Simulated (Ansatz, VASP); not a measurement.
**B in VASP and in Ansatz**

```
B
1.0
     0.00000    1.15239    1.15239
     1.15239    0.00000    1.15239
     1.15239    1.15239    0.00000
B
1
Direct
  0.00000 0.00000 0.00000
```

Change from the starting cell: volume scaled by 0.52, norm-conserving files.

Alike in both runs: task single point; functional PBE; k mesh 24 × 24 × 24; occupations fermi-dirac, width 0.05 eV; no spin polarisation.

```csv
,VASP,Ansatz
version,VASP 6.6.1,Ansatz 0.2.0
potentials or method,"VASP PAW PBE potentials, release 64 (B)","norm-conserving pseudopotentials, scalar-relativistic"
plane-wave cutoff (eV),520,1116
valence electrons in the cell,3,3
```

|  | VASP | Ansatz | Ansatz less VASP |
| --- | --- | --- | --- |
| pressure (GPa) | 567.9 | 564.3 | -3.60 |

Both programs put the cell under a high pressure, so it lies far from rest at this level. The functional is the same, so the differences come from potentials, cutoffs and numerics.

Noted on VASP's run: the cell as given lies far from equilibrium.
